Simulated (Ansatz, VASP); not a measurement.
# Two plane-wave programs on Sn

```
Sn
1.0
     2.78600   -4.92056    0.00000
     2.78600    4.92056    0.00000
     0.00000    0.00000    4.66954
Sn
4
Direct
  0.15017 0.84983 0.10375
  0.65017 0.34983 0.39625
  0.84983 0.15017 0.89625
  0.34983 0.65017 0.60375
```

Alike in both runs: functional PBE; k mesh 10 × 10 × 10; occupations gaussian, width 0.1 eV; no spin polarisation.

Ansatz relaxed the structure, and its values are those at the end. VASP's run is a single point on that final structure, the one shown.

|  | VASP | Ansatz |
| --- | --- | --- |
| version | VASP 6.6.1 | Ansatz 0.2.0 |
| potentials or method | VASP PAW PBE potentials, release 64 (Sn_d), cutoff 520 eV | scalar-relativistic, plane waves, PAW |
| valence electrons in the cell | 56 | 56 |

Ansatz gave:

| Quantity | Value |
| --- | --- |
| gap on the k mesh at the Fermi level (eV) | none |
| pressure (GPa) | 0.0 |

Question: Which values does VASP return?

Answer: gap on the k mesh at the Fermi level (eV): none; pressure (GPa): -0.1.

A gap of «none» marks a metal or a gap that the smearing closes.
